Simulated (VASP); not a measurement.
# SnPt3 (Pm-3m) in VASP: further runs, part 3 of 3

VASP 6.6.1.

### Step 5. Electric field gradients, LDA (volume scaled by 1.02)

File INCAR:

```
SYSTEM = SnPt3
PREC = Accurate
ENCUT = 400
EDIFF = 1E-8
ISMEAR = -1
SIGMA = 0.05
LREAL = .FALSE.
LASPH = .TRUE.
NELM = 120
ALGO = Normal
ISIF = 2
LWAVE = .FALSE.
LCHARG = .FALSE.
GGA = CA
LEFG = .TRUE.
NBANDS = 30
GGA_COMPAT = .FALSE.
```

File KPOINTS:

```
Automatic mesh
0
G
  8 8 8
  0 0 0
```

File POSCAR:

```
SnPt3
1.0
    4.0264908382      0.0000000000      0.0000000000
    0.0000000000      4.0264908382      0.0000000000
    0.0000000000      0.0000000000      4.0264908382
Sn Pt
1 3
Direct
    0.0000000000      0.0000000000      0.0000000000
    0.0000000000      0.5000000000      0.5000000000
    0.5000000000      0.0000000000      0.5000000000
    0.5000000000      0.5000000000      0.0000000000
```

Potentials or basis: VASP PAW LDA potentials, release 64 (Sn_d, Pt).

Launch:

```
cat potpaw_LDA.64/Sn_d/POTCAR potpaw_LDA.64/Pt/POTCAR > POTCAR
mpirun -np 1 vasp_std > vasp.out
```

OUTCAR:

```text
SYSTEM = SnPt3
   PREC = Accurate
   ENCUT = 400
   EDIFF = 1E-8
   ISMEAR = -1
   LREAL = .FALSE.
   LASPH = .TRUE.
   NELM = 120
   ISIF = 2
   GGA = CA

 ion  position               nearest neighbor table
   1  0.000  0.000  0.000-   2 2.85   3 2.85   4 2.85   2 2.85   3 2.85   2 2.85   4 2.85   2 2.85
                             3 2.85   4 2.85   3 2.85   4 2.85
   2  0.000  0.500  0.500-   1 2.85   3 2.85   4 2.85   1 2.85   4 2.85   1 2.85   3 2.85   1 2.85
                             3 2.85   4 2.85   4 2.85   3 2.85
   3  0.500  0.000  0.500-   1 2.85   2 2.85   4 2.85   1 2.85   4 2.85   2 2.85   4 2.85   4 2.85
                             1 2.85   2 2.85   1 2.85   2 2.85
   4  0.500  0.500  0.000-   1 2.85   2 2.85   3 2.85   2 2.85   3 2.85   1 2.85   3 2.85   3 2.85
                             1 2.85   2 2.85   2 2.85   1 2.85

  LATTYP: Found a simple cubic cell.
 ALAT       =     4.0264908382

  Lattice vectors:

 A1 = (   4.0264908382,   0.0000000000,   0.0000000000)
 A2 = (   0.0000000000,   4.0264908382,   0.0000000000)
 A3 = (   0.0000000000,   0.0000000000,   4.0264908382)

Analysis of symmetry for initial positions (statically):
=====================================================================
 Subroutine PRICEL returns:
 Original cell was already a primitive cell.

 Routine SETGRP: Setting up the symmetry group for a
 simple cubic supercell.

 Subroutine GETGRP returns: Found 48 space group operations
 (whereof 48 operations were pure point group operations)
 out of a pool of 48 trial point group operations.

The static configuration has the point symmetry O_h .

Analysis of symmetry for dynamics (positions and initial velocities):
=====================================================================
 Subroutine PRICEL returns:
 Original cell was already a primitive cell.

 Routine SETGRP: Setting up the symmetry group for a
 simple cubic supercell.

 Subroutine GETGRP returns: Found 48 space group operations
 (whereof 48 operations were pure point group operations)
 out of a pool of 48 trial point group operations.

The dynamic configuration has the point symmetry O_h .

 Subroutine INISYM returns: Found 48 space group operations
 (whereof 48 operations are pure point group operations),
 and found     1 'primitive' translations

----------------------------------------------------------------------------------------

                                     Primitive cell

  volume of cell :      65.2800

  direct lattice vectors                    reciprocal lattice vectors
     4.026490838  0.000000000  0.000000000     0.248355216  0.000000000  0.000000000
     0.000000000  4.026490838  0.000000000     0.000000000  0.248355216  0.000000000
     0.000000000  0.000000000  4.026490838     0.000000000  0.000000000  0.248355216

  length of vectors
     4.026490838  4.026490838  4.026490838     0.248355216  0.248355216  0.248355216

  position of ions in fractional coordinates (direct lattice)
     0.000000000  0.000000000  0.000000000
     0.000000000  0.500000000  0.500000000
     0.500000000  0.000000000  0.500000000
[... 96 lines left out ...]
   EFERMI_NEDOS =   21; number of points for ismear=-14 and -15
   IALGO  =     38    algorithm
   IMIX   =      4    mixing-type and parameters
     AMIX     =   0.40;   BMIX     =  1.00
     AMIX_MAG =   1.60;   BMIX_MAG =  1.00
  volume/ion in A,a.u.               =      16.32       110.13
  Fermi-wavevector in a.u.,A,eV,Ry     =   1.435376  2.712467 28.032141  2.060304
  Thomas-Fermi vector in A             =   2.554681
   LORBIT       =      0    0 simple, 1 ext, 2 COOP (PROOUT), +10 PAW based schemes
   GGA     = CA    functional components
   LHFCALC =     F    Hartree Fock is set to
   AEXX    =    0.0000 exact exchange contribution
   IVDW    =     0    specifies the selected vdW correction
   LEPSILON=     F    determine dielectric tensor
   LRPA    =     F    only Hartree local field effects (RPA)
 non-spin polarized calculation
  energy-cutoff  :      400.00
  volume of cell :       65.28
 maximum number of plane-waves:      1213
 NGX is ok and might be reduce to    28
   NGX = 13   NGY = 13   NGZ = 13

 number of electron      44.0000001 magnetization

 Free energy of the ion-electron system (eV)
  ---------------------------------------------------
  ext. energy  EPLUGINS =         0.00000000
  ---------------------------------------------------
  free energy    TOTEN  =       -28.54248528 eV

  energy without entropy =      -28.53240052  energy(sigma->0) =      -28.53744290

 E-fermi :  11.4360     XC(G=0): -13.2167

 val. band max:       11.4285490615   @ k =   0.5000   0.3750   0.3750
 cond. band min:      11.4934637307   @ k =   0.5000   0.3750   0.3750
 fundamental gap:      0.0649146692
 Fermi energy:        11.4359919396

 k-point     1 :       0.0000    0.0000    0.0000
  band No.  band energies     occupation
      1     -10.4010      2.00000
      2     -10.4010      2.00000
      3     -10.3871      2.00000
      4     -10.3871      2.00000
      5     -10.3871      2.00000
      6      -0.4066      2.00000
[... 781 lines left out ...]
     29      19.9023      0.00000
     30      21.3647      0.00000

 [... further k-points ...]

------------------------ aborting loop because EDIFF is reached ----------------------------------------

  FORCE on cell =-STRESS in cart. coord.  units (eV):
  Direction    XX          YY          ZZ          XY          YZ          ZX
  --------------------------------------------------------------------------------------
  -------------------------------------------------------------------------------------
  Total       -2.9195162     -2.9195162     -2.9195162      0.0000000     -0.0000000      0.0000000
  in kB      -71.6541458    -71.6541458    -71.6541458      0.0000000     -0.0000000      0.0000000
  external PRESSURE =     -71.6541458 kB  Pullay stress =       0.0000000 kB

 VOLUME and BASIS-vectors are now :
 -----------------------------------------------------------------------------
  energy-cutoff  :      400.00
  volume of cell :       65.28
      direct lattice vectors                 reciprocal lattice vectors
     4.026490838  0.000000000  0.000000000     0.248355216  0.000000000  0.000000000
     0.000000000  4.026490838  0.000000000     0.000000000  0.248355216  0.000000000
     0.000000000  0.000000000  4.026490838     0.000000000  0.000000000  0.248355216

 POSITION                                       TOTAL-FORCE (eV/Angst)
 -----------------------------------------------------------------------------------
      0.00000      0.00000      0.00000         0.000000      0.000000      0.000000
      0.00000      2.01325      2.01325         0.000000      0.000000      0.000000
      2.01325      0.00000      2.01325         0.000000      0.000000      0.000000
      2.01325      2.01325      0.00000         0.000000      0.000000      0.000000
 -----------------------------------------------------------------------------------
    total drift:                               -0.000000      0.000000      0.000000

  FREE ENERGIE OF THE ION-ELECTRON SYSTEM (eV)
  ---------------------------------------------------
  free  energy   TOTEN  =       -28.5424852801 eV

  energy  without entropy=      -28.5324005214  energy(sigma->0) =      -28.53744290

 Electric field gradients (V/A^2)
---------------------------------------------------------------------
 ion       V_xx      V_yy      V_zz      V_xy      V_xz      V_yz
---------------------------------------------------------------------
   1       0.000     0.000    -0.000     0.000    -0.000    -0.000
   2    -140.987    70.493    70.493    -0.000    -0.000     0.000
   3      70.493  -140.987    70.493    -0.000    -0.000    -0.000
   4      70.493    70.493  -140.987    -0.000    -0.000     0.000
---------------------------------------------------------------------

 Electric field gradients after diagonalization (V/A^2)
 (convention: |V_zz| > |V_xx| > |V_yy|)
----------------------------------------------------------------------
 ion       V_xx      V_yy      V_zz     asymmetry (V_yy - V_xx)/ V_zz
----------------------------------------------------------------------
   1       0.000     0.000    -0.000       0.068
   2      70.493    70.493  -140.987       0.000
   3      70.493    70.493  -140.987       0.000
   4      70.493    70.493  -140.987       0.000
----------------------------------------------------------------------

           NMR quadrupolar parameters

 Cq : quadrupolar parameter    Cq=e*Q*V_zz/h
 eta: asymmetry parameters     (V_yy - V_xx)/ V_zz
 Q  : nuclear electric quadrupole moment in mb (millibarn)
----------------------------------------------------------------------
 ion       Cq(MHz)       eta       Q (mb)
----------------------------------------------------------------------
   1      -0.000       0.068       1.000
   2      -0.341       0.000       1.000
   3      -0.341       0.000       1.000
   4      -0.341       0.000       1.000
----------------------------------------------------------------------
```

OSZICAR:

```text
N       E                     dE             d eps       ncg     rms          rms(c)
DAV:   1     0.348378867619E+03    0.34838E+03   -0.17784E+04  2260   0.165E+03
DAV:   2     0.544241186658E+01   -0.34294E+03   -0.32476E+03  2260   0.456E+02
DAV:   3    -0.286069678519E+02   -0.34049E+02   -0.32834E+02  2318   0.118E+02
DAV:   4    -0.295879795153E+02   -0.98101E+00   -0.97773E+00  2434   0.204E+01
DAV:   5    -0.296161198840E+02   -0.28140E-01   -0.28138E-01  2654   0.364E+00    0.180E+01
DAV:   6    -0.286840815316E+02    0.93204E+00   -0.22893E+00  2340   0.981E+00    0.897E+00
DAV:   7    -0.285601761303E+02    0.12391E+00   -0.14063E-01  2768   0.401E+00    0.381E+00
DAV:   8    -0.285441362565E+02    0.16040E-01   -0.31152E-02  2654   0.119E+00    0.380E-01
DAV:   9    -0.285424824123E+02    0.16538E-02   -0.65659E-03  2662   0.892E-01    0.594E-02
DAV:  10    -0.285424868201E+02   -0.44078E-05   -0.17566E-04  2782   0.125E-01    0.208E-02
DAV:  11    -0.285424854041E+02    0.14160E-05   -0.99224E-06  2738   0.234E-02    0.460E-03
DAV:  12    -0.285424852807E+02    0.12343E-06   -0.80500E-07  2392   0.810E-03    0.169E-03
DAV:  13    -0.285424852801E+02    0.55752E-09   -0.30692E-08  1942   0.199E-03
   1 F= -.28542485E+02 E0= -.28537443E+02  d E =-.100848E-01
```

Run time: 48 s. Hardware: 1 thread of Intel Xeon 8259CL, shared host; peak memory 0.17 GiB.

Results:

* Free energy: -28.5425 eV
* Pressure: -7.2 GPa
* Band gap on the k mesh: zero (band 22 reaches 11.56 eV, above the bottom of band 23 at 11.12 eV)

Electric field gradients, principal values (V/Å²):
```tsv
atom	least	middle	greatest (by size)
1 Sn	0.000	0.000	0.000
2 Pt	70.493	70.493	-140.987
3 Pt	70.493	70.493	-140.987
4 Pt	70.493	70.493	-140.987
```

Caveat: without QUAD_EFG the Cq values of the log hold for a quadrupole moment of 1 mb, not for the nuclei; spin-orbit coupling is left out, which moves the levels of the heavy elements.

### Step 6. Electric field gradients, LDA (volume scaled by 1.06)

File INCAR:

```
SYSTEM = SnPt3
ALGO = Normal
EDIFF = 1E-8
ENCUT = 400
GGA = CA
GGA_COMPAT = .FALSE.
ISIF = 2
ISMEAR = -1
LASPH = .TRUE.
LCHARG = .FALSE.
LEFG = .TRUE.
LREAL = .FALSE.
LWAVE = .FALSE.
NBANDS = 30
NELM = 120
PREC = Accurate
SIGMA = 0.05
```

File KPOINTS:

```
k-points
0
G
  8 8 8
  0 0 0
```

File POSCAR:

```
SnPt3
1.0
    4.0784512897      0.0000000000      0.0000000000
    0.0000000000      4.0784512897      0.0000000000
    0.0000000000      0.0000000000      4.0784512897
Sn Pt
1 3
Direct
    0.0000000000      0.0000000000      0.0000000000
    0.0000000000      0.5000000000      0.5000000000
    0.5000000000      0.0000000000      0.5000000000
    0.5000000000      0.5000000000      0.0000000000
```

Potentials or basis: VASP PAW LDA potentials, release 64 (Sn_d, Pt).

Launch:

```
cat potpaw_LDA.64/Sn_d/POTCAR potpaw_LDA.64/Pt/POTCAR > POTCAR
mpirun -np 1 vasp_std > vasp.out
```

OUTCAR:

```text
SYSTEM = SnPt3
   EDIFF = 1E-8
   ENCUT = 400
   GGA = CA
   ISIF = 2
   ISMEAR = -1
   LASPH = .TRUE.
   LREAL = .FALSE.
   NELM = 120
   PREC = Accurate

 ion  position               nearest neighbor table
   1  0.000  0.000  0.000-   2 2.88   3 2.88   4 2.88   2 2.88   3 2.88   2 2.88   4 2.88   2 2.88
                             3 2.88   4 2.88   3 2.88   4 2.88
   2  0.000  0.500  0.500-   1 2.88   3 2.88   4 2.88   1 2.88   4 2.88   1 2.88   3 2.88   1 2.88
                             3 2.88   4 2.88   4 2.88   3 2.88
   3  0.500  0.000  0.500-   1 2.88   2 2.88   4 2.88   1 2.88   4 2.88   2 2.88   4 2.88   4 2.88
                             1 2.88   2 2.88   1 2.88   2 2.88
   4  0.500  0.500  0.000-   1 2.88   2 2.88   3 2.88   2 2.88   3 2.88   1 2.88   3 2.88   3 2.88
                             1 2.88   2 2.88   2 2.88   1 2.88

  LATTYP: Found a simple cubic cell.
 ALAT       =     4.0784512897

  Lattice vectors:

 A1 = (   4.0784512897,   0.0000000000,   0.0000000000)
 A2 = (   0.0000000000,   4.0784512897,   0.0000000000)
 A3 = (   0.0000000000,   0.0000000000,   4.0784512897)

[... 1001 lines left out ...]
      0.00000      2.03923      2.03923         0.000000      0.000000      0.000000
      2.03923      0.00000      2.03923         0.000000      0.000000      0.000000
      2.03923      2.03923      0.00000         0.000000      0.000000      0.000000
 -----------------------------------------------------------------------------------
    total drift:                                0.000000      0.000000      0.000000

  FREE ENERGIE OF THE ION-ELECTRON SYSTEM (eV)
  ---------------------------------------------------
  free  energy   TOTEN  =       -28.3709292141 eV

  energy  without entropy=      -28.3607395939  energy(sigma->0) =      -28.36583440

 Electric field gradients (V/A^2)
---------------------------------------------------------------------
 ion       V_xx      V_yy      V_zz      V_xy      V_xz      V_yz
---------------------------------------------------------------------
   1       0.000     0.000    -0.000    -0.000    -0.000    -0.000
   2    -132.789    66.395    66.395    -0.000    -0.000    -0.000
   3      66.395  -132.789    66.395     0.000    -0.000    -0.000
   4      66.395    66.395  -132.789    -0.000    -0.000     0.000
---------------------------------------------------------------------

 Electric field gradients after diagonalization (V/A^2)
 (convention: |V_zz| > |V_xx| > |V_yy|)
----------------------------------------------------------------------
 ion       V_xx      V_yy      V_zz     asymmetry (V_yy - V_xx)/ V_zz
----------------------------------------------------------------------
   1       0.000    -0.000     0.000      -1.935
   2      66.395    66.395  -132.789       0.000
   3      66.395    66.395  -132.789       0.000
   4      66.395    66.395  -132.789       0.000
----------------------------------------------------------------------

           NMR quadrupolar parameters

 Cq : quadrupolar parameter    Cq=e*Q*V_zz/h
 eta: asymmetry parameters     (V_yy - V_xx)/ V_zz
 Q  : nuclear electric quadrupole moment in mb (millibarn)
----------------------------------------------------------------------
 ion       Cq(MHz)       eta       Q (mb)
----------------------------------------------------------------------
   1       0.000      -1.935       1.000
   2      -0.321       0.000       1.000
   3      -0.321       0.000       1.000
   4      -0.321       0.000       1.000
----------------------------------------------------------------------
```

OSZICAR:

```text
N       E                     dE             d eps       ncg     rms          rms(c)
DAV:   1     0.347672493722E+03    0.34767E+03   -0.17650E+04  2248   0.163E+03
DAV:   2     0.525165550656E+01   -0.34242E+03   -0.32225E+03  2288   0.452E+02
DAV:   3    -0.284027860806E+02   -0.33654E+02   -0.32538E+02  2334   0.116E+02
DAV:   4    -0.294048070120E+02   -0.10020E+01   -0.99856E+00  2400   0.205E+01
DAV:   5    -0.294344525909E+02   -0.29646E-01   -0.29642E-01  2700   0.370E+00    0.161E+01
DAV:   6    -0.285029069069E+02    0.93155E+00   -0.24314E+00  2322   0.998E+00    0.797E+00
DAV:   7    -0.283893687133E+02    0.11354E+00   -0.13098E-01  2770   0.379E+00    0.366E+00
DAV:   8    -0.283726673636E+02    0.16701E-01   -0.38723E-02  2644   0.131E+00    0.423E-01
DAV:   9    -0.283709290318E+02    0.17383E-02   -0.69211E-03  2676   0.894E-01    0.629E-02
DAV:  10    -0.283709315413E+02   -0.25095E-05   -0.18664E-04  2766   0.128E-01    0.242E-02
DAV:  11    -0.283709293598E+02    0.21815E-05   -0.10689E-05  2708   0.240E-02    0.508E-03
DAV:  12    -0.283709292171E+02    0.14274E-06   -0.96422E-07  2440   0.910E-03    0.179E-03
DAV:  13    -0.283709292141E+02    0.30104E-08   -0.38810E-08  2266   0.216E-03
   1 F= -.28370929E+02 E0= -.28365834E+02  d E =-.101896E-01
```

stdout:

```text
POSCAR found type information on POSCAR SnPt
 POSCAR found :  2 types and       4 ions
 scaLAPACK will be used
 LDA part: xc-table for (Slater(with rela. corr.)+CA(PZ))
 , standard interpolation
 POSCAR, INCAR and KPOINTS ok, starting setup
 FFT: planning ... GRIDC
 FFT: planning ... GRID_SOFT
 FFT: planning ... GRID
 WAVECAR not read
 entering main loop
ion   1

ion   2

ion   3

ion   4
```

It took 56 s on 1 thread of Intel Xeon 8259CL, shared host; peak memory 0.16 GiB.

What came out:

```yaml
Free_energy: -28.3709 eV
Pressure: -14.3 GPa
Band_gap_on_the_k_mesh: zero (band 22 reaches 10.84 eV, above the bottom of band 23 at 10.43 eV)
```

Electric field gradients, principal values (V/Å²):
| atom | least | middle | greatest (by size) |
| --- | --- | --- | --- |
| 1 Sn | 0.000 | 0.000 | 0.000 |
| 2 Pt | 66.395 | 66.395 | -132.789 |
| 3 Pt | 66.395 | 66.395 | -132.789 |
| 4 Pt | 66.395 | 66.395 | -132.789 |

Caveat: without QUAD_EFG the Cq values of the log hold for a quadrupole moment of 1 mb, not for the nuclei; spin-orbit coupling is left out, which moves the levels of the heavy elements.

### Step 7. Overview

```csv
cell,gap on the mesh (eV),pressure (GPa)
"a = 3.987 Å, 4 atoms",none,-0.5
"a = 4.026 Å, 4 atoms",none,-7.2
"a = 4.078 Å, 4 atoms",none,-14.3
```

Alike in all rows: task electric field gradients; level LDA; potentials or basis VASP PAW LDA potentials, release 64 (Sn_d, Pt); no spin polarisation; k mesh 8 × 8 × 8; cutoff (eV) 400; smearing fermi-dirac 0.05 eV.

Caveats: spin-orbit coupling is left out, which moves the levels of the heavy elements.

Total energies depend on the potentials used, so only differences within one code and one set of settings carry meaning.
